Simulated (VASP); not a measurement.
# NbP (P6_3/mmc) in VASP: a series of runs

NbP is run at these levels: PBE; tasks: single point.

Program: VASP 6.6.1. These are calculated values, not measurements. Logs are shortened: lines on timing, memory, paths and dates and some standing lists are left out, and cuts for length are marked.

### Step 1. The cell of the first run

The structure is hexagonal, space group P6_3/mmc (No. 194). The conventional cell has a = 3.415 Å, b = 3.415 Å, c = 6.778 Å, α = 90.00°, β = 90.00°, γ = 120.00°. Within 3.4 Å of Nb (site symmetry -3m) lie 6 P at 2.60 Å and 2 Nb at 3.39 Å. Within 3.4 Å of P (site symmetry -6m2) lie 6 Nb at 2.60 Å.

### Step 2. Single point, PBE (volume scaled by 1.070)

Contents of INCAR:

```
ALGO = Normal
EDIFF = 1E-6
ENCUT = 500
GGA = PE
GGA_COMPAT = F
ISIF = 2
ISMEAR = 0
LASPH = T
LCHARG = T
LELF = T
LREAL = F
LVHAR = T
LWAVE = F
NBANDS = 26
NELM = 120
PREC = Accurate
SIGMA = 0.05
```

Contents of KPOINTS:

```
k-points
0
Gamma
  10 10 8
```

Contents of POSCAR:

```
NbP
1.0
    3.4148378897      0.0000000000      0.0000000000
   -1.7074189448      2.9573363623      0.0000000000
    0.0000000000      0.0000000000      6.7777363698
Nb P
2 2
Direct
    0.0000000000      0.0000000000      0.0000000000
    0.0000000000      0.0000000000      0.5000000000
    0.3333333333      0.6666666667      0.2500000000
    0.6666666667      0.3333333333      0.7500000000
```

Potentials or basis: VASP PAW PBE potentials, release 64 (Nb_sv, P).

On the command line:

```
cat potpaw_PBE.64/Nb_sv/POTCAR potpaw_PBE.64/P/POTCAR > POTCAR
mpirun -np 1 vasp_std > vasp.out
```

OUTCAR:

```text
EDIFF = 1E-6
   ENCUT = 500
   GGA = PE
   ISIF = 2
   ISMEAR = 0
   LASPH = T
   LREAL = F
   NELM = 120
   PREC = Accurate

 ion  position               nearest neighbor table
   1  0.000  0.000  0.000-   3 2.60   4 2.60   3 2.60   4 2.60   4 2.60   3 2.60
   2  0.000  0.000  0.500-   3 2.60   4 2.60   3 2.60   4 2.60   4 2.60   3 2.60
   3  0.333  0.667  0.250-   1 2.60   2 2.60   1 2.60   2 2.60   1 2.60   2 2.60
   4  0.667  0.333  0.750-   1 2.60   2 2.60   1 2.60   2 2.60   1 2.60   2 2.60

  LATTYP: Found a hexagonal cell.
 ALAT       =     3.4148378897
 C/A-ratio  =     1.9847900804

  Lattice vectors:

 A1 = (   3.4148378897,   0.0000000000,   0.0000000000)
 A2 = (  -1.7074189448,   2.9573363623,   0.0000000000)
 A3 = (   0.0000000000,   0.0000000000,   6.7777363698)

Analysis of symmetry for initial positions (statically):
=====================================================================
 Subroutine PRICEL returns:
 Original cell was already a primitive cell.

 Routine SETGRP: Setting up the symmetry group for a
 hexagonal supercell.

 Subroutine GETGRP returns: Found 24 space group operations
 (whereof 12 operations were pure point group operations)
 out of a pool of 24 trial point group operations.

The static configuration has the point symmetry D_3d.
 The point group associated with its full space group is D_6h.

Analysis of symmetry for dynamics (positions and initial velocities):
=====================================================================
 Subroutine PRICEL returns:
 Original cell was already a primitive cell.

 Routine SETGRP: Setting up the symmetry group for a
 hexagonal supercell.

 Subroutine GETGRP returns: Found 24 space group operations
 (whereof 12 operations were pure point group operations)
 out of a pool of 24 trial point group operations.

The dynamic configuration has the point symmetry D_3d.
 The point group associated with its full space group is D_6h.

 Subroutine INISYM returns: Found 24 space group operations
 (whereof 12 operations are pure point group operations),
 and found     1 'primitive' translations

----------------------------------------------------------------------------------------

                                     Primitive cell

  volume of cell :      68.4472

  direct lattice vectors                    reciprocal lattice vectors
     3.414837890  0.000000000  0.000000000     0.292839670  0.169071062  0.000000000
    -1.707418945  2.957336362  0.000000000     0.000000000  0.338142124  0.000000000
     0.000000000  0.000000000  6.777736370     0.000000000  0.000000000  0.147541885

  length of vectors
     3.414837890  3.414837890  6.777736370     0.338142124  0.338142124  0.147541885

  position of ions in fractional coordinates (direct lattice)
     0.000000000  0.000000000  0.000000000
     0.000000000  0.000000000  0.500000000
     0.333333333  0.666666667  0.250000000
     0.666666667  0.333333333  0.750000000

  ion indices of the primitive-cell ions
   primitive index   ion index
                 1           1
                 2           2
                 3           3
                 4           4

----------------------------------------------------------------------------------------

 KPOINTS: k-points

Automatic generation of k-mesh.
 Grid dimensions read from file:
 generate k-points for:   10   10    8

 Generating k-lattice:

  Cartesian coordinates                     Fractional coordinates (reciprocal lattice)
     0.029283967  0.016907106  0.000000000     0.100000000  0.000000000  0.000000000
     0.000000000  0.033814212  0.000000000     0.000000000  0.100000000  0.000000000
     0.000000000  0.000000000  0.018442736     0.000000000  0.000000000  0.125000000

  Length of vectors
     0.033814212  0.033814212  0.018442736

  Shift w.r.t. Gamma in fractional coordinates (k-lattice)
     0.000000000  0.000000000  0.000000000

 Subroutine IBZKPT returns following result:
 ===========================================

 Found     70 irreducible k-points:

 Following reciprocal coordinates:
            Coordinates               Weight
  0.000000  0.000000  0.000000      1.000000
  0.100000 -0.000000  0.000000      6.000000
  0.200000 -0.000000  0.000000      6.000000
  0.300000 -0.000000  0.000000      6.000000
  0.400000 -0.000000  0.000000      6.000000
  0.500000  0.000000  0.000000      3.000000
[... 16 lines left out ...]
  0.300000  0.100000  0.125000     24.000000
  0.400000  0.100000  0.125000     24.000000
 [... further k-points ...]
   k-points           NKPTS =     70   k-points in BZ     NKDIM =     70   number of bands    NBANDS=     26
   number of dos      NEDOS =    301   number of ions     NIONS =      4
   total plane-waves  NPLWV =  39200
   dimension x,y,z NGX =    28 NGY =   28 NGZ =   50
   dimension x,y,z NGXF=    56 NGYF=   56 NGZF=  100
   ions per type =               2   2
   NGX,Y,Z   is equivalent  to a cutoff of  13.63, 13.63, 12.26 a.u.
   NGXF,Y,Z  is equivalent  to a cutoff of  27.26, 27.26, 24.53 a.u.
 SYSTEM =  unknown system
   PREC   = accura    normal or accurate (medium, high low for compatibility)
   ISTART =      0    job   : 0-new  1-cont  2-samecut
   ICHARG =      2    charge: 1-file 2-atom 10-const
   ISPIN  =      1    spin polarized calculation?
   LNONCOLLINEAR =      F non collinear calculations
   LSORBIT =      F    spin-orbit coupling
   LASPH  =      T    aspherical Exc in radial PAW
   ENCUT  =  500.0 eV  36.75 Ry    6.06 a.u.   6.23  6.23 12.36*2*pi/ulx,y,z
   NELM   =    120;   NELMIN=  2; NELMDL= -5     # of ELM steps
   EDIFF  = 0.1E-05   stopping-criterion for ELM
   LREAL  =      F    real-space projection
   EDIFFG = 0.1E-04   stopping-criterion for IOM
   NSW    =      0    number of steps for IOM
   IBRION =     -1    ionic relax: 0-MD 1-quasi-New 2-CG
   NFREE  =      0    steps in history (QN), initial steepest desc. (CG)
   ISIF   =      2    stress and relaxation
   ISYM   =      2    0-nonsym 1-usesym 2-fastsym
   POTIM  = 0.5000    time-step for ionic-motion
   TEBEG  =    0.0;   TEEND  =   0.0 temperature during run
   PSTRESS=    0.0 pullay stress
   NELECT =      36.0000    total number of electrons
   NUPDOWN=      -1.0000    fix difference up-down
   EMIN   =  10.00;   EMAX   =-10.00  energy-range for DOS
   EFERMI =   0.00;   METHOD = LEGACY
   ISMEAR =     0;   SIGMA  =   0.05  broadening in eV -4-tet -1-fermi 0-gaus
   EFERMI_NEDOS =   21; number of points for ismear=-14 and -15
   IALGO  =     38    algorithm
   IMIX   =      4    mixing-type and parameters
     AMIX     =   0.40;   BMIX     =  1.00
     AMIX_MAG =   1.60;   BMIX_MAG =  1.00
  volume/ion in A,a.u.               =      17.11       115.48
  Fermi-wavevector in a.u.,A,eV,Ry     =   1.321470  2.497215 23.759607  1.746282
  Thomas-Fermi vector in A             =   2.451221
   LORBIT       =      0    0 simple, 1 ext, 2 COOP (PROOUT), +10 PAW based schemes
   GGA     = PE    functional components
   LHFCALC =     F    Hartree Fock is set to
   AEXX    =    0.0000 exact exchange contribution
   IVDW    =     0    specifies the selected vdW correction
   LEPSILON=     F    determine dielectric tensor
   LRPA    =     F    only Hartree local field effects (RPA)
 non-spin polarized calculation
 Gauss-broadening in eV      SIGMA  =   0.05
  energy-cutoff  :      500.00
  volume of cell :       68.45
 maximum number of plane-waves:      1765
 NGX is ok and might be reduce to    28
   NGX = 13   NGY = 13   NGZ = 25

 number of electron      35.9999998 magnetization

 Free energy of the ion-electron system (eV)
  ---------------------------------------------------
  ext. energy  EPLUGINS =         0.00000000
  ---------------------------------------------------
  free energy    TOTEN  =       -34.92201939 eV

  energy without entropy =      -34.91925848  energy(sigma->0) =      -34.92063893

 E-fermi :   9.8464     XC(G=0): -11.6861

 val. band max:        9.8387484606   @ k =   0.1000  -0.0000   0.5000
 cond. band min:       9.8606880222   @ k =   0.1000  -0.0000   0.2500
 fundamental gap:      0.0219395616
 Fermi energy:         9.8464244941

 k-point     1 :       0.0000    0.0000    0.0000
  band No.  band energies     occupation
      1     -45.2830      2.00000
      2     -45.2681      2.00000
      3     -21.4982      2.00000
      4     -21.2591      2.00000
      5     -21.2247      2.00000
      6     -21.2247      2.00000
[... 18 lines left out ...]
     25      14.9339      0.00000
     26      15.9279      0.00000

 k-point     2 :       0.1000   -0.0000    0.0000
  band No.  band energies     occupation
      1     -45.2806      2.00000
      2     -45.2657      2.00000
      3     -21.4919      2.00000
      4     -21.2553      2.00000
      5     -21.2526      2.00000
      6     -21.2310      2.00000
[... 18 lines left out ...]
     25      14.9786      0.00000
     26      15.6774      0.00000

 k-point     3 :       0.2000   -0.0000    0.0000
  band No.  band energies     occupation
      1     -45.2742      2.00000
      2     -45.2596      2.00000
      3     -21.4754      2.00000
      4     -21.3248      2.00000
      5     -21.2975      2.00000
      6     -21.2476      2.00000
[... 18 lines left out ...]
     25      14.1355      0.00000
     26      15.3619      0.00000

 k-point     4 :       0.3000   -0.0000    0.0000
  band No.  band energies     occupation
      1     -45.2664      2.00000
      2     -45.2521      2.00000
      3     -21.4553      2.00000
      4     -21.4124      2.00000
      5     -21.3797      2.00000
      6     -21.2681      2.00000
[... 18 lines left out ...]
     25      13.9446      0.00000
     26      15.7753      0.00000

 k-point     5 :       0.4000   -0.0000    0.0000
  band No.  band energies     occupation
      1     -45.2601      2.00000
      2     -45.2460      2.00000
      3     -21.4837      2.00000
      4     -21.4454      2.00000
      5     -21.4375      2.00000
      6     -21.2845      2.00000
[... 18 lines left out ...]
     25      14.6988      0.00000
     26      15.7384      0.00000

 k-point     6 :       0.5000    0.0000    0.0000
  band No.  band energies     occupation
      1     -45.2577      2.00000
      2     -45.2436      2.00000
      3     -21.5100      2.00000
      4     -21.4703      2.00000
      5     -21.4313      2.00000
      6     -21.2908      2.00000
[... 427 lines left out ...]
 k-point    21 :       0.1000    0.1000    0.1250
  band No.  band energies     occupation
      1     -45.2756      2.00000
      2     -45.2621      2.00000
      3     -21.4719      2.00000
      4     -21.2997      2.00000
      5     -21.2757      2.00000
      6     -21.2574      2.00000
[... 18 lines left out ...]
     25      14.6528      0.00000
     26      14.8151      0.00000

 k-point    22 :       0.2000    0.1000    0.1250
  band No.  band energies     occupation
      1     -45.2686      2.00000
      2     -45.2553      2.00000
      3     -21.4537      2.00000
      4     -21.3745      2.00000
      5     -21.3461      2.00000
      6     -21.2672      2.00000
[... 18 lines left out ...]
     25      14.1534      0.00000
     26      14.9098      0.00000

 k-point    23 :       0.3000    0.1000    0.1250
  band No.  band energies     occupation
      1     -45.2615      2.00000
      2     -45.2484      2.00000
      3     -21.4494      2.00000
      4     -21.4343      2.00000
      5     -21.4153      2.00000
      6     -21.2908      2.00000
[... 18 lines left out ...]
     25      14.5465      0.00000
     26      15.1907      0.00000

 k-point    24 :       0.4000    0.1000    0.1250
  band No.  band energies     occupation
      1     -45.2572      2.00000
      2     -45.2442      2.00000
      3     -21.4935      2.00000
      4     -21.4579      2.00000
      5     -21.4235      2.00000
      6     -21.3054      2.00000
[... 18 lines left out ...]
     25      14.6046      0.00000
     26      15.1827      0.00000

 [... further k-points ...]

------------------------ aborting loop because EDIFF is reached ----------------------------------------

  FORCE on cell =-STRESS in cart. coord.  units (eV):
  Direction    XX          YY          ZZ          XY          YZ          ZX
  --------------------------------------------------------------------------------------
  -------------------------------------------------------------------------------------
  Total       -4.5717576     -4.5717576     -4.6141338     -0.0000000      0.0000000      0.0000000
  in kB     -107.0134315   -107.0134315   -108.0053526     -0.0000000      0.0000000      0.0000000
  external PRESSURE =    -107.3440718 kB  Pullay stress =       0.0000000 kB

 VOLUME and BASIS-vectors are now :
 -----------------------------------------------------------------------------
  energy-cutoff  :      500.00
  volume of cell :       68.45
      direct lattice vectors                 reciprocal lattice vectors
     3.414837890  0.000000000  0.000000000     0.292839670  0.169071062  0.000000000
    -1.707418945  2.957336362  0.000000000     0.000000000  0.338142124  0.000000000
     0.000000000  0.000000000  6.777736370     0.000000000  0.000000000  0.147541885

 POSITION                                       TOTAL-FORCE (eV/Angst)
 -----------------------------------------------------------------------------------
      0.00000      0.00000      0.00000         0.000000      0.000000      0.000000
      0.00000      0.00000      3.38887         0.000000      0.000000      0.000000
     -0.00000      1.97156      1.69443        -0.000000      0.000000     -0.000000
      1.70742      0.98578      5.08330         0.000000     -0.000000     -0.000000
 -----------------------------------------------------------------------------------
    total drift:                               -0.000000      0.000000      0.000000

  FREE ENERGIE OF THE ION-ELECTRON SYSTEM (eV)
  ---------------------------------------------------
  free  energy   TOTEN  =       -34.9220193872 eV

  energy  without entropy=      -34.9192584766  energy(sigma->0) =      -34.92063893
```

It took 76 s on 1 thread of AMD EPYC 9R45 (Zen 5), shared host; peak memory 0.22 GiB.

What came out:

| Item | Value |
| --- | --- |
| Free energy | -34.9220 eV |
| Pressure | -10.7 GPa |
| Band gap on the k mesh | zero (band 18 reaches 10.13 eV, above the bottom of band 19 at 9.68 eV) |

Levels at points of the mesh, in eV from the Fermi level:
```
           k point  band 16  band 17  band 18  band 19  band 20  band 21
(0.00, 0.00, 0.00)    -0.55    -0.55    -0.14    -0.14     0.97     0.97
(0.50, 0.00, 0.00)    -2.43    -1.12    -0.61     0.72     2.36     2.58
(0.00, 0.00, 0.50)    -2.00     0.28     0.28     0.44     0.44     0.44
(0.50, 0.00, 0.50)    -2.41    -1.34    -1.34     2.46     2.46     2.57
```

(Continued in part 2 of 2.)
